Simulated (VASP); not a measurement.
# WS2 (P6_3/mmc) in VASP: a series of runs

WS2 is run at these levels: PBEsol; tasks: single point.

Program: VASP 6.6.1. These are calculated values, not measurements. Logs are shortened: lines on timing, memory, paths and dates and some standing lists are left out, and cuts for length are marked.

## (1) The cell of the first run

The structure is hexagonal, space group P6_3/mmc (No. 194). The conventional cell has a = 3.228 Å, b = 3.228 Å, c = 13.027 Å, α = 90.00°, β = 90.00°, γ = 120.00°. Within 3.3 Å of W (site symmetry -6m2) lie 6 S at 2.41 Å and 6 W at 3.23 Å. S (site symmetry 3m) has 3 W at 2.41 Å and 7 S at 3.05 to 3.23 Å within 3.3 Å.

## (2) Single point, PBEsol (atoms shifted along a free coordinate)

INCAR

```
PREC = Accurate ; ENCUT = 520
EDIFF = 1E-6 ; ISMEAR = 0
SIGMA = 0.05 ; LREAL = F
LASPH = T ; NELM = 80
ALGO = Normal ; ISIF = 2
LWAVE = F ; LCHARG = F
GGA = PS ; NBANDS = 35
```

KPOINTS

```
regular mesh
0
Gamma
  12 12 2
```

POSCAR

```
WS2
1.0
    3.2280036364      0.0000000000      0.0000000000
   -1.6140018182      2.7955331526      0.0000000000
    0.0000000000      0.0000000000     13.0266084735
W S
2 4
Direct
    0.3333333333      0.6666666667      0.2500000000
    0.6666666667      0.3333333333      0.7500000000
    0.3333333333      0.6666666667      0.6331095153
    0.6666666667      0.3333333333      0.1331095153
    0.3333333333      0.6666666667      0.8668904847
    0.6666666667      0.3333333333      0.3668904847
```

Potentials or basis: VASP PAW PBE potentials, release 64 (W_sv, S).

Started as:

```sh
$ cat potpaw_PBE.64/W_sv/POTCAR potpaw_PBE.64/S/POTCAR > POTCAR
$ mpirun -np 1 vasp_std > vasp.out
```

OUTCAR:

```text
PREC = Accurate
   ENCUT = 520
   EDIFF = 1E-6
   ISMEAR = 0
   LREAL = F
   LASPH = T
   NELM = 80
   ISIF = 2
   GGA = PS

 ion  position               nearest neighbor table
   1  0.333  0.667  0.250-   4 2.41   6 2.41   4 2.41   6 2.41   4 2.41   6 2.41
   2  0.667  0.333  0.750-   3 2.41   5 2.41   3 2.41   5 2.41   3 2.41   5 2.41
   3  0.333  0.667  0.633-   2 2.41   2 2.41   2 2.41
   4  0.667  0.333  0.133-   1 2.41   1 2.41   1 2.41
   5  0.333  0.667  0.867-   2 2.41   2 2.41   2 2.41
   6  0.667  0.333  0.367-   1 2.41   1 2.41   1 2.41

  LATTYP: Found a hexagonal cell.
 ALAT       =     3.2280036364
 C/A-ratio  =     4.0354999377

  Lattice vectors:

 A1 = (   3.2280036364,   0.0000000000,   0.0000000000)
 A2 = (  -1.6140018182,   2.7955331526,   0.0000000000)
 A3 = (   0.0000000000,   0.0000000000,  13.0266084735)

Analysis of symmetry for initial positions (statically):
=====================================================================
 Subroutine PRICEL returns:
 Original cell was already a primitive cell.

 Routine SETGRP: Setting up the symmetry group for a
 hexagonal supercell.

 Subroutine GETGRP returns: Found 24 space group operations
 (whereof 12 operations were pure point group operations)
 out of a pool of 24 trial point group operations.

The static configuration has the point symmetry D_3d.
 The point group associated with its full space group is D_6h.

Analysis of symmetry for dynamics (positions and initial velocities):
=====================================================================
 Subroutine PRICEL returns:
 Original cell was already a primitive cell.

 Routine SETGRP: Setting up the symmetry group for a
 hexagonal supercell.

 Subroutine GETGRP returns: Found 24 space group operations
 (whereof 12 operations were pure point group operations)
 out of a pool of 24 trial point group operations.

The dynamic configuration has the point symmetry D_3d.
 The point group associated with its full space group is D_6h.

 Subroutine INISYM returns: Found 24 space group operations
 (whereof 12 operations are pure point group operations),
 and found     1 'primitive' translations

----------------------------------------------------------------------------------------

                                     Primitive cell

  volume of cell :     117.5520

  direct lattice vectors                    reciprocal lattice vectors
     3.228003636  0.000000000  0.000000000     0.309788994  0.178856759  0.000000000
[... 99 lines left out ...]
   NFREE  =      0    steps in history (QN), initial steepest desc. (CG)
   ISIF   =      2    stress and relaxation
   ISYM   =      2    0-nonsym 1-usesym 2-fastsym
   POTIM  = 0.5000    time-step for ionic-motion
   TEBEG  =    0.0;   TEEND  =   0.0 temperature during run
   PSTRESS=    0.0 pullay stress
   NELECT =      52.0000    total number of electrons
   NUPDOWN=      -1.0000    fix difference up-down
   EMIN   =  10.00;   EMAX   =-10.00  energy-range for DOS
   EFERMI =   0.00;   METHOD = LEGACY
   ISMEAR =     0;   SIGMA  =   0.05  broadening in eV -4-tet -1-fermi 0-gaus
   EFERMI_NEDOS =   21; number of points for ismear=-14 and -15
   IALGO  =     38    algorithm
   IMIX   =      4    mixing-type and parameters
     AMIX     =   0.40;   BMIX     =  1.00
     AMIX_MAG =   1.60;   BMIX_MAG =  1.00
  volume/ion in A,a.u.               =      19.59       132.21
  Fermi-wavevector in a.u.,A,eV,Ry     =   1.247381  2.357209 21.170127  1.555960
  Thomas-Fermi vector in A             =   2.381516
   LORBIT       =      0    0 simple, 1 ext, 2 COOP (PROOUT), +10 PAW based schemes
   GGA     = PS    functional components
   LHFCALC =     F    Hartree Fock is set to
   AEXX    =    0.0000 exact exchange contribution
   IVDW    =     0    specifies the selected vdW correction
   LEPSILON=     F    determine dielectric tensor
   LRPA    =     F    only Hartree local field effects (RPA)
 non-spin polarized calculation
 Gauss-broadening in eV      SIGMA  =   0.05
  energy-cutoff  :      520.00
  volume of cell :      117.55
 maximum number of plane-waves:      3234
   NGX = 13   NGY = 13   NGZ = 49

 number of electron      52.0000007 magnetization

 Free energy of the ion-electron system (eV)
  ---------------------------------------------------
  ext. energy  EPLUGINS =         0.00000000
  ---------------------------------------------------
  free energy    TOTEN  =       -50.41199976 eV

  energy without entropy =      -50.41199976  energy(sigma->0) =      -50.41199976

 E-fermi :   6.4732     XC(G=0): -10.4468

 val. band max:        6.2446882263   @ k =   0.0000   0.0000   0.0000
 cond. band min:       7.0552316285   @ k =   0.3333   0.3333   0.0000
 fundamental gap:      0.8105434022
 Fermi energy:         6.4732493381

 k-point     1 :       0.0000    0.0000    0.0000
  band No.  band energies     occupation
      1     -68.4367      2.00000
      2     -68.4366      2.00000
      3     -32.6584      2.00000
      4     -32.6584      2.00000
      5     -32.5592      2.00000
      6     -32.5592      2.00000
[... 901 lines left out ...]
     34      10.0565      0.00000
     35      12.1153      0.00000

 [... further k-points ...]

------------------------ aborting loop because EDIFF is reached ----------------------------------------

  FORCE on cell =-STRESS in cart. coord.  units (eV):
  Direction    XX          YY          ZZ          XY          YZ          ZX
  --------------------------------------------------------------------------------------
  -------------------------------------------------------------------------------------
  Total       -4.1636997     -4.1636997      1.8401654      0.0000000      0.0000000      0.0000000
  in kB      -56.7492288    -56.7492288     25.0805713      0.0000000      0.0000000      0.0000000
  external PRESSURE =     -29.4726288 kB  Pullay stress =       0.0000000 kB

 VOLUME and BASIS-vectors are now :
 -----------------------------------------------------------------------------
  energy-cutoff  :      520.00
  volume of cell :      117.55
      direct lattice vectors                 reciprocal lattice vectors
     3.228003636  0.000000000  0.000000000     0.309788994  0.178856759  0.000000000
    -1.614001818  2.795533153  0.000000000     0.000000000  0.357713518  0.000000000
     0.000000000  0.000000000 13.026608473     0.000000000  0.000000000  0.076765952

 POSITION                                       TOTAL-FORCE (eV/Angst)
 -----------------------------------------------------------------------------------
     -0.00000      1.86369      3.25665         0.000000     -0.000000      0.000000
      1.61400      0.93184      9.76996         0.000000      0.000000      0.000000
     -0.00000      1.86369      8.24727         0.000000      0.000000     -0.354055
      1.61400      0.93184      1.73397        -0.000000     -0.000000     -0.354055
     -0.00000      1.86369     11.29264        -0.000000      0.000000      0.354055
      1.61400      0.93184      4.77934        -0.000000     -0.000000      0.354055
 -----------------------------------------------------------------------------------
    total drift:                               -0.000000      0.000000     -0.000000

  FREE ENERGIE OF THE ION-ELECTRON SYSTEM (eV)
  ---------------------------------------------------
  free  energy   TOTEN  =       -50.4119997582 eV

  energy  without entropy=      -50.4119997582  energy(sigma->0) =      -50.41199976
```

stdout:

```text
POSCAR found type information on POSCAR W S
 POSCAR found :  2 types and       6 ions
 scaLAPACK will be used
 -----------------------------------------------------------------------------
|                                                                             |
|                                                                             |
|     You enforced a specific xc type in the INCAR file but a different       |
|     I HOPE YOU KNOW WHAT YOU ARE DOING!                                     |
|                                                                             |
 -----------------------------------------------------------------------------

 LDA part: xc-table for (Slater+PW92), standard interpolation
 POSCAR, INCAR and KPOINTS ok, starting setup
 FFT: planning ... GRIDC
 FFT: planning ... GRID_SOFT
 FFT: planning ... GRID
 WAVECAR not read
 entering main loop
```

Run time: 2 min. Hardware: 1 thread of Intel Xeon Platinum 8259CL at 2.50GHz (Skylake/Cascade Lake), shared host; peak memory 0.29 GiB.

Results:

```yaml
Free_energy: -50.4120 eV
Pressure: -2.9 GPa
Largest_force: 0.354 eV/Å
Band_gap_on_the_k_mesh: 0.81 eV (least direct gap 1.52 eV)
```

Forces in eV/Å, atoms in the order of the input:
```
W    0.000  0.000  0.000
W    0.000  0.000  0.000
S    0.000  0.000 -0.354
S    0.000  0.000 -0.354
S    0.000  0.000  0.354
S    0.000  0.000  0.354
```

Stress tensor (GPa, compression positive):
```
-5.67  0.00  0.00
 0.00 -5.67  0.00
 0.00  0.00  2.51
```

Caveat: the cell differs from its parent crystal (atoms shifted along a free coordinate); the stress differs along the axes, from -6 to 3 GPa; the PAW data sets were made with another functional, which shifts forces and pressure a little; spin-orbit coupling is left out, which moves the levels of the heavy elements; this functional lacks dispersion, which binds layers or chains, so the pressure and a relaxed spacing across them are unreliable. A k mesh can miss the band edges.

## (3) Single point, PBEsol

INCAR

```
SYSTEM = WS2
  ALGO = Normal
  EDIFF = 1E-6
  ENCUT = 520
  GGA = PS
  ISIF = 2
  ISMEAR = 0
  LASPH = .True.
  LCHARG = .True.
  LELF = .True.
  LREAL = .False.
  LVHAR = .True.
  LWAVE = .False.
  NBANDS = 35
  NELM = 100
  PREC = Accurate
  SIGMA = 0.05
```

KPOINTS

```
k-points
0
Gamma
  12 12 2
  0 0 0
```

POSCAR

```
WS2
1.0
    3.2280036364      0.0000000000      0.0000000000
   -1.6140018182      2.7955331526      0.0000000000
    0.0000000000      0.0000000000     13.0266084735
W S
2 4
Direct
    0.3333333333      0.6666666667      0.2500000000
    0.6666666667      0.3333333333      0.7500000000
    0.3333333333      0.6666666667      0.6265487320
    0.6666666667      0.3333333333      0.1265487320
    0.3333333333      0.6666666667      0.8734512680
    0.6666666667      0.3333333333      0.3734512680
```

Potentials or basis: VASP PAW PBE potentials, release 64 (W_sv, S).

Started as:

```sh
$ cat potpaw_PBE.64/W_sv/POTCAR potpaw_PBE.64/S/POTCAR > POTCAR
$ mpirun -np 1 vasp_std > vasp.out
```

OUTCAR:

```text
SYSTEM = WS2
   EDIFF = 1E-6
   ENCUT = 520
   GGA = PS
   ISIF = 2
   ISMEAR = 0
   LASPH = .True.
   LREAL = .False.
   NELM = 100
   PREC = Accurate

 ion  position               nearest neighbor table
   1  0.333  0.667  0.250-   4 2.46   6 2.46   4 2.46   6 2.46   4 2.46   6 2.46
   2  0.667  0.333  0.750-   3 2.46   5 2.46   3 2.46   5 2.46   3 2.46   5 2.46
   3  0.333  0.667  0.627-   2 2.46   2 2.46   2 2.46
   4  0.667  0.333  0.127-   1 2.46   1 2.46   1 2.46
   5  0.333  0.667  0.873-   2 2.46   2 2.46   2 2.46
   6  0.667  0.333  0.373-   1 2.46   1 2.46   1 2.46

  LATTYP: Found a hexagonal cell.
 ALAT       =     3.2280036364
 C/A-ratio  =     4.0354999377

  Lattice vectors:

 A1 = (   3.2280036364,   0.0000000000,   0.0000000000)
 A2 = (  -1.6140018182,   2.7955331526,   0.0000000000)
 A3 = (   0.0000000000,   0.0000000000,  13.0266084735)

Analysis of symmetry for initial positions (statically):
=====================================================================
 Subroutine PRICEL returns:
 Original cell was already a primitive cell.

 Routine SETGRP: Setting up the symmetry group for a
 hexagonal supercell.

 Subroutine GETGRP returns: Found 24 space group operations
 (whereof 12 operations were pure point group operations)
 out of a pool of 24 trial point group operations.

The static configuration has the point symmetry D_3d.
 The point group associated with its full space group is D_6h.

Analysis of symmetry for dynamics (positions and initial velocities):
=====================================================================
 Subroutine PRICEL returns:
 Original cell was already a primitive cell.

 Routine SETGRP: Setting up the symmetry group for a
 hexagonal supercell.

 Subroutine GETGRP returns: Found 24 space group operations
[... 129 lines left out ...]
   IALGO  =     38    algorithm
   IMIX   =      4    mixing-type and parameters
     AMIX     =   0.40;   BMIX     =  1.00
     AMIX_MAG =   1.60;   BMIX_MAG =  1.00
  volume/ion in A,a.u.               =      19.59       132.21
  Fermi-wavevector in a.u.,A,eV,Ry     =   1.247381  2.357209 21.170127  1.555960
  Thomas-Fermi vector in A             =   2.381516
   LORBIT       =      0    0 simple, 1 ext, 2 COOP (PROOUT), +10 PAW based schemes
   GGA     = PS    functional components
   LHFCALC =     F    Hartree Fock is set to
   AEXX    =    0.0000 exact exchange contribution
   IVDW    =     0    specifies the selected vdW correction
   LEPSILON=     F    determine dielectric tensor
   LRPA    =     F    only Hartree local field effects (RPA)
 non-spin polarized calculation
 Gauss-broadening in eV      SIGMA  =   0.05
  energy-cutoff  :      520.00
  volume of cell :      117.55
 maximum number of plane-waves:      3234
   NGX = 13   NGY = 13   NGZ = 49

 number of electron      52.0000008 magnetization

 Free energy of the ion-electron system (eV)
  ---------------------------------------------------
  ext. energy  EPLUGINS =         0.00000000
  ---------------------------------------------------
  free energy    TOTEN  =       -50.25110379 eV

  energy without entropy =      -50.25110379  energy(sigma->0) =      -50.25110379

 E-fermi :   6.3093     XC(G=0): -10.5659

 val. band max:        6.0022582142   @ k =   0.0000   0.0000   0.0000
 cond. band min:       7.1544265456   @ k =   0.1667   0.1667   0.0000
 fundamental gap:      1.1521683313
 Fermi energy:         6.3093221368

 k-point     1 :       0.0000    0.0000    0.0000
  band No.  band energies     occupation
      1     -68.5069      2.00000
      2     -68.5069      2.00000
      3     -32.6948      2.00000
      4     -32.6948      2.00000
      5     -32.5705      2.00000
      6     -32.5705      2.00000
[... 901 lines left out ...]
     34       9.7546      0.00000
     35      11.8774      0.00000

 [... further k-points ...]

------------------------ aborting loop because EDIFF is reached ----------------------------------------

  FORCE on cell =-STRESS in cart. coord.  units (eV):
  Direction    XX          YY          ZZ          XY          YZ          ZX
  --------------------------------------------------------------------------------------
  -------------------------------------------------------------------------------------
  Total       -7.5931170     -7.5931170     -8.2175652      0.0000000     -0.0000000      0.0000000
  in kB     -103.4905395   -103.4905395   -112.0014694      0.0000000     -0.0000000      0.0000000
  external PRESSURE =    -106.3275161 kB  Pullay stress =       0.0000000 kB

 VOLUME and BASIS-vectors are now :
 -----------------------------------------------------------------------------
  energy-cutoff  :      520.00
  volume of cell :      117.55
      direct lattice vectors                 reciprocal lattice vectors
     3.228003636  0.000000000  0.000000000     0.309788994  0.178856759  0.000000000
    -1.614001818  2.795533153  0.000000000     0.000000000  0.357713518  0.000000000
     0.000000000  0.000000000 13.026608473     0.000000000  0.000000000  0.076765952

 POSITION                                       TOTAL-FORCE (eV/Angst)
 -----------------------------------------------------------------------------------
     -0.00000      1.86369      3.25665        -0.000000      0.000000      0.000000
      1.61400      0.93184      9.76996         0.000000     -0.000000      0.000000
     -0.00000      1.86369      8.16181         0.000000     -0.000000      1.235347
      1.61400      0.93184      1.64850        -0.000000      0.000000      1.235347
     -0.00000      1.86369     11.37811         0.000000     -0.000000     -1.235347
      1.61400      0.93184      4.86480        -0.000000      0.000000     -1.235347
 -----------------------------------------------------------------------------------
    total drift:                               -0.000000      0.000000     -0.000000

  FREE ENERGIE OF THE ION-ELECTRON SYSTEM (eV)
  ---------------------------------------------------
  free  energy   TOTEN  =       -50.2511037861 eV

  energy  without entropy=      -50.2511037861  energy(sigma->0) =      -50.25110379
```

stdout:

```text
POSCAR found type information on POSCAR W S
 POSCAR found :  2 types and       6 ions
 scaLAPACK will be used
 -----------------------------------------------------------------------------
|                                                                             |
|                                                                             |
|     You enforced a specific xc type in the INCAR file but a different       |
|     I HOPE YOU KNOW WHAT YOU ARE DOING!                                     |
|                                                                             |
 -----------------------------------------------------------------------------

 LDA part: xc-table for (Slater+PW92), standard interpolation
 POSCAR, INCAR and KPOINTS ok, starting setup
 FFT: planning ... GRIDC
 FFT: planning ... GRID_SOFT
 FFT: planning ... GRID
 WAVECAR not read
 entering main loop
```

Run time: 1.9 min. Hardware: 1 thread of Intel Xeon Platinum 8259CL at 2.50GHz (Skylake/Cascade Lake), shared host; peak memory 0.29 GiB.

Results:

| Item | Value |
| --- | --- |
| Free energy | -50.2511 eV |
| Pressure | -10.6 GPa |
| Largest force | 1.235 eV/Å |
| Band gap on the k mesh | 1.15 eV (least direct gap 1.69 eV) |

Forces in eV/Å, atoms in the order of the input:
```
W    0.000  0.000  0.000
W    0.000  0.000  0.000
S    0.000  0.000  1.235
S    0.000  0.000  1.235
S    0.000  0.000 -1.235
S    0.000  0.000 -1.235
```

Stress tensor (GPa, compression positive):
```
-10.35   0.00   0.00
  0.00 -10.35   0.00
  0.00   0.00 -11.20
```

Caveat: the cell stands under tension; the PAW data sets were made with another functional, which shifts forces and pressure a little; spin-orbit coupling is left out, which moves the levels of the heavy elements; this functional lacks dispersion, which binds layers or chains, so the pressure and a relaxed spacing across them are unreliable.

(Continued in part 2 of 2.)
